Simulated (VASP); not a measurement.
# Na (Im-3m) in VASP: further runs, part 2 of 2

VASP 6.6.1. The steps go on from the part before.

### Step 4. Relaxation of cell and atoms, BLYP

This run uses another cell than the first one, of 37.71 Å³/atom.

The input, INCAR:

```
PREC     = Accurate       # precision mode
ENCUT    = 600            # plane-wave cutoff, eV
EDIFF    = 1E-7           # SCF threshold, eV
ISMEAR   = -1             # smearing method
SIGMA    = 0.1            # smearing width, eV
LREAL    = False          # projectors in reciprocal space
LASPH    = True           # aspherical terms in the spheres
NELM     = 100            # most SCF steps
ALGO     = Normal         # electronic algorithm
ISIF     = 3              # what is computed and relaxed
LWAVE    = False          # write WAVECAR
LCHARG   = False          # write CHGCAR
GGA      = B5             # functional
ALDAX    = 1.0          
AGGAX    = 1.0          
AGGAC    = 1.0          
ALDAC    = 0.0          
IBRION   = 2              # ionic algorithm
NSW      = 80             # ionic steps
EDIFFG   = -0.01          # ionic threshold
```

The input, KPOINTS:

```
Automatic mesh
0
Gamma
  11 11 11
```

The input, POSCAR:

```
Na
1.0
   -2.1125000000      2.1125000000      2.1125000000
    2.1125000000     -2.1125000000      2.1125000000
    2.1125000000      2.1125000000     -2.1125000000
Na
1
Direct
    0.0000000000      0.0000000000      0.0000000000
```

Potentials or basis: VASP PAW PBE potentials, release 64 (Na_pv).

Started as:

```console
$ cat potpaw_PBE.64/Na_pv/POTCAR > POTCAR
$ mpirun -np 1 vasp_std > vasp.out
```

OUTCAR:

```text
PREC = Accurate
   ENCUT = 600
   EDIFF = 1E-7
   ISMEAR = -1
   LREAL = False
   LASPH = True
   NELM = 100
   ISIF = 3
   GGA = B5
   IBRION = 2
   NSW = 80
   EDIFFG = -0.01

 ion  position               nearest neighbor table
   1  0.000  0.000  0.000-

  LATTYP: Found a body centered cubic cell.
 ALAT       =     4.2250000000

  Lattice vectors:

 A1 = (  -2.1125000000,   2.1125000000,   2.1125000000)
 A2 = (   2.1125000000,  -2.1125000000,   2.1125000000)
 A3 = (   2.1125000000,   2.1125000000,  -2.1125000000)

Analysis of symmetry for initial positions (statically):
=====================================================================
 Subroutine PRICEL returns:
 Original cell was already a primitive cell.

 Routine SETGRP: Setting up the symmetry group for a
 body centered cubic supercell.

 Subroutine GETGRP returns: Found 48 space group operations
 (whereof 48 operations were pure point group operations)
 out of a pool of 48 trial point group operations.

The static configuration has the point symmetry O_h .

Analysis of symmetry for dynamics (positions and initial velocities):
=====================================================================
 Subroutine PRICEL returns:
 Original cell was already a primitive cell.

 Routine SETGRP: Setting up the symmetry group for a
 body centered cubic supercell.

 Subroutine GETGRP returns: Found 48 space group operations
 (whereof 48 operations were pure point group operations)
 out of a pool of 48 trial point group operations.

The dynamic configuration has the point symmetry O_h .

 Subroutine INISYM returns: Found 48 space group operations
 (whereof 48 operations are pure point group operations),
 and found     1 'primitive' translations

----------------------------------------------------------------------------------------

                                     Primitive cell

[... 120 lines left out ...]
 non-spin polarized calculation
  energy-cutoff  :      600.00
  volume of cell :       37.71
 maximum number of plane-waves:      1274
 NGX is ok and might be reduce to    30
   NGX = 15   NGY = 15   NGZ = 15

--------------------------------------- Ionic step        1  -------------------------------------------

 number of electron       6.9999998 magnetization

 Free energy of the ion-electron system (eV)
  ---------------------------------------------------
  ext. energy  EPLUGINS =         0.00000000
  ---------------------------------------------------
  free energy    TOTEN  =        -0.94314480 eV

  energy without entropy =       -0.92923266  energy(sigma->0) =       -0.93618873

------------------------ aborting loop because EDIFF is reached ----------------------------------------

  FORCE on cell =-STRESS in cart. coord.  units (eV):
  Direction    XX          YY          ZZ          XY          YZ          ZX
  --------------------------------------------------------------------------------------
  -------------------------------------------------------------------------------------
  Total       -0.0253479     -0.0253479     -0.0253479      0.0000000      0.0000000     -0.0000000
  in kB       -1.0769671     -1.0769671     -1.0769671      0.0000000      0.0000000     -0.0000000
  external PRESSURE =      -1.0769671 kB  Pullay stress =       0.0000000 kB
[... 57 lines left out ...]
--------------------------------------- Ionic step        3  -------------------------------------------

 number of electron       6.9999995 magnetization

 Free energy of the ion-electron system (eV)
  ---------------------------------------------------
  ext. energy  EPLUGINS =         0.00000000
  ---------------------------------------------------
  free energy    TOTEN  =        -0.94327619 eV

  energy without entropy =       -0.92945405  energy(sigma->0) =       -0.93636512

 E-fermi :   0.7503     XC(G=0):  -6.1082

 val. band max:        0.6928621354   @ k =  -0.3636   0.4545   0.0909
 cond. band min:       0.8288081454   @ k =   0.1818   0.1818   0.1818
 fundamental gap:      0.1359460100
 Fermi energy:         0.7503248208

 k-point     1 :       0.0000    0.0000    0.0000
  band No.  band energies     occupation
      1     -24.5774      2.00000
      2     -24.5774      2.00000
      3     -24.5773      2.00000
      4      -2.5494      2.00000
      5      12.3392      0.00000
      6      12.3392      0.00000
      7      12.3392      0.00000
[... 221 lines left out ...]
 k-point    24 :       0.3636    0.1818    0.0909
  band No.  band energies     occupation
      1     -24.6051      2.00000
      2     -24.5926      2.00000
      3     -24.5825      2.00000
      4       2.1414      0.00000
      5       2.5174      0.00000
      6       5.2884      0.00000
      7       6.9811      0.00000

 [... further k-points ...]

------------------------ aborting loop because EDIFF is reached ----------------------------------------

  FORCE on cell =-STRESS in cart. coord.  units (eV):
  Direction    XX          YY          ZZ          XY          YZ          ZX
  --------------------------------------------------------------------------------------
  -------------------------------------------------------------------------------------
  Total       -0.0037354     -0.0037354     -0.0037354     -0.0000000      0.0000000     -0.0000000
  in kB       -0.1602071     -0.1602071     -0.1602071     -0.0000000      0.0000000     -0.0000000
  external PRESSURE =      -0.1602071 kB  Pullay stress =       0.0000000 kB
[... 16 lines left out ...]
  FREE ENERGIE OF THE ION-ELECTRON SYSTEM (eV)
  ---------------------------------------------------
  free  energy   TOTEN  =        -0.9432761946 eV

  energy  without entropy=       -0.9294540458  energy(sigma->0) =       -0.93636512

 reached required accuracy - stopping structural energy minimisation
```

Run time: 24 s. Hardware: 1 thread of Intel Xeon Platinum 8488C (Sapphire Rapids), shared host; peak memory 0.16 GiB.

Results:

```
Free energy                           : -0.9433 eV
Relaxed volume                        : 37.36 Å³/atom
Relaxed cell                          : a = 3.648 Å, b = 3.648 Å, c = 3.648 Å, α = 109.47°, β = 109.47°, γ = 109.47°
Space group after relaxing (to 0.1 Å) : Im-3m (No. 229)
Energy gained by relaxing             : 0.1 meV/atom
Ionic steps                           : 3
Pressure after relaxing               : 0.0 GPa
Band gap on the k mesh                : zero (an odd number of electrons rules out a gap without spin polarisation)
```

Step by step:
| step | energy change (eV) | largest force (eV/Å) | pressure (GPa) | volume (Å³) |
| --- | --- | --- | --- | --- |
| 1 | 0.0000 | 0.0000 | -0.11 | 37.71 |
| 2 | -0.0001 | 0.0000 | -0.07 | 37.57 |
| 3 | -0.0001 | 0.0000 | -0.02 | 37.36 |

Final structure:
```
Na
1.0
    -2.10590    2.10590    2.10590
     2.10590   -2.10590    2.10590
     2.10590    2.10590   -2.10590
Na
1
Direct
  0.00000 0.00000 0.00000
```

Levels at points of the mesh, in eV from the Fermi level:
| k point | band 1 | band 2 | band 3 | band 4 | band 5 | band 6 | band 7 |
| --- | --- | --- | --- | --- | --- | --- | --- |
| (0.00, 0.00, 0.00) | -25.33 | -25.33 | -25.33 | -3.30 | 11.59 | 11.59 | 11.59 |

Caveat: the PAW data sets were made with another functional, which shifts forces and pressure a little.
